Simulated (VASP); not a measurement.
# ScAl3 (P6/mmm) in VASP: notebook

Runs on ScAl3. Level: PBE. Tasks: single point, relaxation of cell and atoms.

Everything below comes from runs of VASP 6.6.1. Logs are shortened: lines on timing, memory, paths and dates and some standing lists are left out, and cuts for length are marked.

### 1 The cell of the first run

The structure is hexagonal, space group P6/mmm (No. 191). The conventional cell has a = 5.683 Å, b = 5.683 Å, c = 2.861 Å, α = 90.00°, β = 90.00°, γ = 120.00°. Sc (site symmetry 6/mmm) has 6 Al at 2.84 Å and 2 Sc at 2.86 Å within 3.7 Å. Al (site symmetry mmm) has 6 Al at 2.84 to 2.86 Å and 2 Sc at 2.84 Å within 3.7 Å.

The cell was generated, and may not be a known phase.

### 2 Single point, PBE

The input, INCAR:

```
SYSTEM = ScAl3
ALGO = Fast ; EDIFF = 1E-7
ENCUT = 520 ; GGA = PE
ISIF = 2 ; ISMEAR = 0
LASPH = .TRUE. ; LCHARG = .FALSE.
LREAL = .FALSE. ; LWAVE = .FALSE.
NBANDS = 18 ; NELM = 80
PREC = Accurate ; SIGMA = 0.1
```

The input, KPOINTS:

```
k-points
0
G
  12 12 16
  0 0 0
```

The input, POSCAR:

```
ScAl3
1.0
    5.6834997955      0.0000000000      0.0000000000
   -2.8417498977      4.9220552053      0.0000000000
    0.0000000000      0.0000000000      2.8606182875
Sc Al
1 3
Direct
    0.0000000000      0.0000000000      0.0000000000
    0.5000000000      0.0000000000      0.0000000000
    0.0000000000      0.5000000000      0.0000000000
    0.5000000000      0.5000000000      0.0000000000
```

Potentials or basis: VASP PAW PBE potentials, release 64 (Sc_sv, Al).

The run is started by

```
cat potpaw_PBE.64/Sc_sv/POTCAR potpaw_PBE.64/Al/POTCAR > POTCAR
mpirun -np 1 vasp_std > vasp.out
```

OUTCAR:

```text
SYSTEM = ScAl3
   EDIFF = 1E-7
   ENCUT = 520
   GGA = PE
   ISIF = 2
   ISMEAR = 0
   LASPH = .TRUE.
   LREAL = .FALSE.
   NELM = 80
   PREC = Accurate

 ion  position               nearest neighbor table
   1  0.000  0.000  0.000-   3 2.84   3 2.84   2 2.84   2 2.84   4 2.84   4 2.84
   2  0.500  0.000  0.000-   4 2.84   4 2.84   1 2.84   1 2.84   3 2.84   3 2.84
   3  0.000  0.500  0.000-   1 2.84   1 2.84   4 2.84   4 2.84   2 2.84   2 2.84
   4  0.500  0.500  0.000-   2 2.84   2 2.84   3 2.84   3 2.84   1 2.84   1 2.84

  LATTYP: Found a hexagonal cell.
 ALAT       =     5.6834997955
 C/A-ratio  =     0.5033198540

  Lattice vectors:

 A1 = (   5.6834997955,   0.0000000000,   0.0000000000)
 A2 = (  -2.8417498977,   4.9220552053,   0.0000000000)
 A3 = (   0.0000000000,   0.0000000000,   2.8606182875)

Analysis of symmetry for initial positions (statically):
=====================================================================
 Subroutine PRICEL returns:
 Original cell was already a primitive cell.

 Routine SETGRP: Setting up the symmetry group for a
 hexagonal supercell.

 Subroutine GETGRP returns: Found 24 space group operations
 (whereof 24 operations were pure point group operations)
 out of a pool of 24 trial point group operations.

The static configuration has the point symmetry D_6h.

Analysis of symmetry for dynamics (positions and initial velocities):
=====================================================================
 Subroutine PRICEL returns:
 Original cell was already a primitive cell.

 Routine SETGRP: Setting up the symmetry group for a
 hexagonal supercell.

 Subroutine GETGRP returns: Found 24 space group operations
 (whereof 24 operations were pure point group operations)
 out of a pool of 24 trial point group operations.

The dynamic configuration has the point symmetry D_6h.

 Subroutine INISYM returns: Found 24 space group operations
 (whereof 24 operations are pure point group operations),
 and found     1 'primitive' translations

----------------------------------------------------------------------------------------

                                     Primitive cell

  volume of cell :      80.0244

  direct lattice vectors                    reciprocal lattice vectors
     5.683499796  0.000000000  0.000000000     0.175947926  0.101583582  0.000000000
    -2.841749898  4.922055205  0.000000000     0.000000000  0.203167165  0.000000000
     0.000000000  0.000000000  2.860618287     0.000000000  0.000000000  0.349574777

  length of vectors
     5.683499796  5.683499795  2.860618287     0.203167165  0.203167165  0.349574777

  position of ions in fractional coordinates (direct lattice)
     0.000000000  0.000000000  0.000000000
     0.500000000  0.000000000  0.000000000
     0.000000000  0.500000000  0.000000000
     0.500000000  0.500000000  0.000000000

  ion indices of the primitive-cell ions
   primitive index   ion index
                 1           1
                 2           2
                 3           3
                 4           4

----------------------------------------------------------------------------------------

 KPOINTS: k-points

Automatic generation of k-mesh.
 Grid dimensions read from file:
 generate k-points for:   12   12   16

 Generating k-lattice:

  Cartesian coordinates                     Fractional coordinates (reciprocal lattice)
     0.014662327  0.008465299  0.000000000     0.083333333  0.000000000  0.000000000
     0.000000000  0.016930597  0.000000000     0.000000000  0.083333333  0.000000000
     0.000000000  0.000000000  0.021848424     0.000000000  0.000000000  0.062500000

  Length of vectors
     0.016930597  0.016930597  0.021848424

  Shift w.r.t. Gamma in fractional coordinates (k-lattice)
     0.000000000  0.000000000  0.000000000

 Subroutine IBZKPT returns following result:
 ===========================================

 Found    171 irreducible k-points:

 Following reciprocal coordinates:
            Coordinates               Weight
  0.000000  0.000000  0.000000      1.000000
  0.083333  0.000000  0.000000      6.000000
  0.166667  0.000000  0.000000      6.000000
  0.250000 -0.000000  0.000000      6.000000
  0.333333  0.000000  0.000000      6.000000
  0.416667 -0.000000  0.000000      6.000000
[... 16 lines left out ...]
  0.250000 -0.000000  0.062500     12.000000
  0.333333  0.000000  0.062500     12.000000
 [... further k-points ...]
   k-points           NKPTS =    171   k-points in BZ     NKDIM =    171   number of bands    NBANDS=     18
   number of dos      NEDOS =    301   number of ions     NIONS =      4
   total plane-waves  NPLWV =  42336
   dimension x,y,z NGX =    42 NGY =   42 NGZ =   24
   dimension x,y,z NGXF=    84 NGYF=   84 NGZF=   48
   ions per type =               1   3
   NGX,Y,Z   is equivalent  to a cutoff of  12.29, 12.29, 13.95 a.u.
   NGXF,Y,Z  is equivalent  to a cutoff of  24.57, 24.57, 27.90 a.u.
 SYSTEM =  ScAl3
   PREC   = accura    normal or accurate (medium, high low for compatibility)
   ISTART =      0    job   : 0-new  1-cont  2-samecut
   ICHARG =      2    charge: 1-file 2-atom 10-const
   ISPIN  =      1    spin polarized calculation?
   LNONCOLLINEAR =      F non collinear calculations
   LSORBIT =      F    spin-orbit coupling
   LASPH  =      T    aspherical Exc in radial PAW
   ENCUT  =  520.0 eV  38.22 Ry    6.18 a.u.  10.57 10.57  5.32*2*pi/ulx,y,z
   NELM   =     80;   NELMIN=  2; NELMDL= -5     # of ELM steps
   EDIFF  = 0.1E-06   stopping-criterion for ELM
   LREAL  =      F    real-space projection
   EDIFFG = 0.1E-05   stopping-criterion for IOM
   NSW    =      0    number of steps for IOM
   IBRION =     -1    ionic relax: 0-MD 1-quasi-New 2-CG
   NFREE  =      0    steps in history (QN), initial steepest desc. (CG)
   ISIF   =      2    stress and relaxation
   ISYM   =      2    0-nonsym 1-usesym 2-fastsym
   POTIM  = 0.5000    time-step for ionic-motion
   TEBEG  =    0.0;   TEEND  =   0.0 temperature during run
   PSTRESS=    0.0 pullay stress
   NELECT =      20.0000    total number of electrons
   NUPDOWN=      -1.0000    fix difference up-down
   EMIN   =  10.00;   EMAX   =-10.00  energy-range for DOS
   EFERMI =   0.00;   METHOD = LEGACY
   ISMEAR =     0;   SIGMA  =   0.10  broadening in eV -4-tet -1-fermi 0-gaus
   EFERMI_NEDOS =   21; number of points for ismear=-14 and -15
   IALGO  =     68    algorithm
   IMIX   =      4    mixing-type and parameters
     AMIX     =   0.40;   BMIX     =  1.00
     AMIX_MAG =   1.60;   BMIX_MAG =  1.00
  volume/ion in A,a.u.               =      20.01       135.01
  Fermi-wavevector in a.u.,A,eV,Ry     =   1.031203  1.948691 14.468153  1.063379
  Thomas-Fermi vector in A             =   2.165339
   LORBIT       =      0    0 simple, 1 ext, 2 COOP (PROOUT), +10 PAW based schemes
   GGA     = PE    functional components
   LHFCALC =     F    Hartree Fock is set to
   AEXX    =    0.0000 exact exchange contribution
   IVDW    =     0    specifies the selected vdW correction
   LEPSILON=     F    determine dielectric tensor
   LRPA    =     F    only Hartree local field effects (RPA)
 non-spin polarized calculation
 RMM-DIIS sequential band-by-band and
 Gauss-broadening in eV      SIGMA  =   0.10
  energy-cutoff  :      520.00
  volume of cell :       80.02
 maximum number of plane-waves:      2173
   NGX = 21   NGY = 21   NGZ = 11

 number of electron      20.0000001 magnetization

 Free energy of the ion-electron system (eV)
  ---------------------------------------------------
  ext. energy  EPLUGINS =         0.00000000
  ---------------------------------------------------
  free energy    TOTEN  =       -17.07241358 eV

  energy without entropy =      -17.06193858  energy(sigma->0) =      -17.06717608

 E-fermi :   5.7082     XC(G=0):  -9.7727

 val. band max:        5.6846951572   @ k =   0.1667   0.0833   0.1250
 cond. band min:       5.7147068111   @ k =   0.4167   0.0833   0.3125
 fundamental gap:      0.0300116539
 Fermi energy:         5.7081532461

 k-point     1 :       0.0000    0.0000    0.0000
  band No.  band energies     occupation
      1     -43.4791      2.00000
      2     -22.1391      2.00000
      3     -22.1391      2.00000
      4     -21.8687      2.00000
      5      -3.4225      2.00000
      6       1.5117      2.00000
[... 10 lines left out ...]
     17      12.6817      0.00000
     18      13.4536      0.00000

 k-point     2 :       0.0833    0.0000    0.0000
  band No.  band energies     occupation
      1     -43.4791      2.00000
      2     -22.1392      2.00000
      3     -22.1391      2.00000
      4     -21.8687      2.00000
      5      -3.3800      2.00000
      6       1.0220      2.00000
[... 10 lines left out ...]
     17      12.5531      0.00000
     18      13.0694      0.00000

 k-point     3 :       0.1667    0.0000    0.0000
  band No.  band energies     occupation
      1     -43.4790      2.00000
      2     -22.1396      2.00000
      3     -22.1392      2.00000
      4     -21.8687      2.00000
      5      -3.2537      2.00000
      6       0.3820      2.00000
[... 10 lines left out ...]
     17      12.1450      0.00000
     18      12.1808      0.00000

 k-point     4 :       0.2500   -0.0000    0.0000
  band No.  band energies     occupation
      1     -43.4790      2.00000
      2     -22.1401      2.00000
      3     -22.1394      2.00000
      4     -21.8687      2.00000
      5      -3.0472      2.00000
      6      -0.2343      2.00000
[... 375 lines left out ...]
      4     -21.8959      2.00000
      5      -3.1840      2.00000
      6       0.4478      2.00000
[... 10 lines left out ...]
     17      11.6280      0.00000
     18      12.2307      0.00000

 k-point    23 :       0.2500   -0.0000    0.0625
  band No.  band energies     occupation
      1     -43.4755      2.00000
      2     -22.1369      2.00000
      3     -22.1362      2.00000
      4     -21.8959      2.00000
      5      -2.9780      2.00000
      6      -0.1682      2.00000
[... 10 lines left out ...]
     17      11.0028      0.00000
     18      11.7423      0.00000

 k-point    24 :       0.3333    0.0000    0.0625
  band No.  band energies     occupation
      1     -43.4755      2.00000
      2     -22.1374      2.00000
      3     -22.1363      2.00000
      4     -21.8959      2.00000
      5      -2.7001      2.00000
      6      -0.7423      2.00000
[... 10 lines left out ...]
     17      10.4150      0.00000
     18      11.3262      0.00000

 [... further k-points ...]

------------------------ aborting loop because EDIFF is reached ----------------------------------------

  FORCE on cell =-STRESS in cart. coord.  units (eV):
  Direction    XX          YY          ZZ          XY          YZ          ZX
  --------------------------------------------------------------------------------------
  -------------------------------------------------------------------------------------
  Total        0.0169330      0.0169330     -0.0040215      0.0000000      0.0000000      0.0000000
  in kB        0.3390180      0.3390180     -0.0805158      0.0000000      0.0000000      0.0000000
  external PRESSURE =       0.1991734 kB  Pullay stress =       0.0000000 kB

 VOLUME and BASIS-vectors are now :
 -----------------------------------------------------------------------------
  energy-cutoff  :      520.00
  volume of cell :       80.02
      direct lattice vectors                 reciprocal lattice vectors
     5.683499796  0.000000000  0.000000000     0.175947926  0.101583582  0.000000000
    -2.841749898  4.922055205  0.000000000     0.000000000  0.203167165  0.000000000
     0.000000000  0.000000000  2.860618287     0.000000000  0.000000000  0.349574777

 POSITION                                       TOTAL-FORCE (eV/Angst)
 -----------------------------------------------------------------------------------
      0.00000      0.00000      0.00000         0.000000      0.000000      0.000000
      2.84175      0.00000      0.00000         0.000000      0.000000      0.000000
     -1.42087      2.46103      0.00000         0.000000      0.000000      0.000000
      1.42087      2.46103      0.00000        -0.000000      0.000000      0.000000
 -----------------------------------------------------------------------------------
    total drift:                                0.000000     -0.000000     -0.000000

  FREE ENERGIE OF THE ION-ELECTRON SYSTEM (eV)
  ---------------------------------------------------
  free  energy   TOTEN  =       -17.0724135799 eV

  energy  without entropy=      -17.0619385769  energy(sigma->0) =      -17.06717608
```

It took 8.3 min on 1 thread of Intel Xeon 8259CL, shared host; peak memory 0.37 GiB.

Results:

```
Free energy            : -17.0724 eV
Pressure               : 0.0 GPa
Band gap on the k mesh : zero (bands 10 and 11 overlap by 1.92 eV)
```

Levels at points of the mesh, in eV from the Fermi level:
```tsv
k point	band 6	band 7	band 8	band 9	band 10	band 11	band 12	band 13	band 14	band 15
(0.00, 0.00, 0.00)	-4.20	-4.20	-3.72	-2.35	-2.35	-0.76	1.61	2.75	2.75	3.51
(0.50, 0.00, 0.00)	-7.30	-4.57	-3.84	-1.01	-0.27	1.38	1.47	1.59	3.02	3.44
(0.00, 0.00, 0.50)	-3.88	-0.83	-0.71	-0.71	-0.41	-0.41	0.47	0.47	0.87	0.87
(0.50, 0.00, 0.50)	-3.75	-3.33	-2.12	-1.24	-0.99	-0.60	0.69	1.69	1.91	2.13
```

### 3 Relaxation of cell and atoms, PBE

This run uses another cell than the first one, of 19.93 Å³/atom.

The input, INCAR:

```
ALGO = Fast
EDIFF = 1E-6
EDIFFG = -0.01
ENCUT = 600
GGA = PE
IBRION = 2
ISIF = 3
ISMEAR = 0
LASPH = T
LCHARG = F
LREAL = F
LWAVE = F
NELM = 80
NSW = 100
PREC = Accurate
SIGMA = 0.1
```

The input, KPOINTS:

```
k-points
0
Gamma
  12 12 16
```

The input, POSCAR:

```
ScAl3
1.0
    5.6665458297      0.0000000000      0.0000000000
   -2.8332729148      4.9073726402      0.0000000000
    0.0000000000      0.0000000000      2.8671733390
Sc Al
1 3
Direct
    0.0000000000      0.0000000000      0.0000000000
    0.5000000000      0.0000000000      0.0000000000
    0.0000000000      0.5000000000      0.0000000000
    0.5000000000      0.5000000000      0.0000000000
```

Potentials or basis: VASP PAW PBE potentials, release 64 (Sc_sv, Al).

The run is started by

```
cat potpaw_PBE.64/Sc_sv/POTCAR potpaw_PBE.64/Al/POTCAR > POTCAR
mpirun -np 1 vasp_std > vasp.out
```

It took 21 min on 1 thread of Intel Xeon 8259CL, shared host; peak memory 0.43 GiB.

Results (log left out):

```yaml
Free_energy: -17.0729 eV
Relaxed_volume: 20.02 Å³/atom
Relaxed_cell: a = 5.685 Å, b = 5.685 Å, c = 2.861 Å, α = 90.00°, β = 90.00°, γ = 120.00°
Space_group_after_relaxing_to_0.1_Å: P6/mmm (No. 191)
Energy_gained_by_relaxing: 0.3 meV/atom
Ionic_steps: 5
Pressure_after_relaxing: 0.0 GPa
Band_gap_on_the_k_mesh: zero (bands 10 and 11 overlap by 1.92 eV)
```

The path:
```csv
step,energy change (eV),largest force (eV/Å),pressure (GPa),volume (Å³)
1,0.0000,0.0000,0.38,79.73
2,-0.0011,0.0000,-0.17,80.27
3,-0.0012,0.0000,-0.04,80.15
4,-0.0012,0.0000,-0.05,80.15
5,-0.0013,0.0000,-0.02,80.09
```

Final structure:
```
CELL_PARAMETERS angstrom
5.68502 0.00000 0.00000
-2.84251 4.92337 0.00000
0.00000 0.00000 2.86138
ATOMIC_POSITIONS crystal
Sc 0.00000 0.00000 0.00000
Al 0.50000 0.00000 0.00000
Al 0.00000 0.50000 0.00000
Al 0.50000 0.50000 0.00000
```

Levels at points of the mesh, in eV from the Fermi level:
| k point | band 6 | band 7 | band 8 | band 9 | band 10 | band 11 | band 12 | band 13 | band 14 |
| --- | --- | --- | --- | --- | --- | --- | --- | --- | --- |
| (0.00, 0.00, 0.00) | -4.19 | -4.19 | -3.72 | -2.34 | -2.34 | -0.76 | 1.61 | 2.75 | 2.75 |
| (0.50, 0.00, 0.00) | -7.30 | -4.57 | -3.84 | -1.01 | -0.27 | 1.38 | 1.47 | 1.59 | 3.01 |
| (0.00, 0.00, 0.50) | -3.87 | -0.83 | -0.71 | -0.71 | -0.40 | -0.40 | 0.47 | 0.47 | 0.87 |
| (0.50, 0.00, 0.50) | -3.75 | -3.32 | -2.11 | -1.24 | -0.99 | -0.60 | 0.69 | 1.69 | 1.91 |

The gap in the log of VASP goes by the Fermi energy; the results here count the filled bands.